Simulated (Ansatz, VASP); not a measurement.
InP in VASP and in Ansatz

INCAR

```
SYSTEM = InP
ALGO = Normal
EDIFF = 1E-8
ENCUT = 520
GGA = PE
ISIF = 2
ISMEAR = -1
LASPH = .TRUE.
LCHARG = .FALSE.
LEFG = .TRUE.
LREAL = .FALSE.
LWAVE = .FALSE.
NBANDS = 16
NELM = 100
PREC = Accurate
SIGMA = 0.03
```

The input KPOINTS:

```
k-points
0
G
  11 11 11
  0 0 0
```

The input POSCAR:

```
InP
1.0
    0.0000000000      2.7967183404      2.7967183404
    2.7967183404      0.0000000000      2.7967183404
    2.7967183404      2.7967183404      0.0000000000
In P
1 1
Direct
    0.0000000000      0.0000000000      0.0000000000
    0.5000000000      0.5000000000      0.5000000000
```

Input for Ansatz:

```yaml
crystal:
  lattice:
    - [0.0, 2.7967183404, 2.7967183404]
    - [2.7967183404, 0.0, 2.7967183404]
    - [2.7967183404, 2.7967183404, 0.0]
  atoms:
    - { symbol: In, position: [0.0, 0.0, 0.0] }
    - { symbol: P, position: [0.5, 0.5, 0.5] }
kpoints:
  mp_grid: { grid: [11, 11, 11] }
scf:
  occupations: { method: fermi_dirac, width: 0.03 }
hamiltonian:
  xc: pbe
  pseudopotentials: { kind: all_electron, datasets: crystal }
output:
  forces: true
  stress: true
  eigenvalues: true
  efg: { contact_densities: true }
```

Change from the starting cell: volume scaled by 0.94, crystal datasets.

Alike in both runs: task electric field gradients; functional PBE; k mesh 11 × 11 × 11; occupations fermi-dirac, width 0.03 eV; no spin polarisation.

|  | VASP | Ansatz |
| --- | --- | --- |
| version | VASP 6.6.1 | Ansatz 0.2.0 |
| potentials or method | VASP PAW PBE potentials, release 64 (In_d, P), cutoff 520 eV | all-electron PAW with datasets made for the crystal, scalar-relativistic |

|  | VASP | Ansatz | Ansatz less VASP |
| --- | --- | --- | --- |
| pressure (GPa) | -2.1 | -2.0 | +0.04 |

Ansatz ran all-electron here, and VASP with PAW potentials.
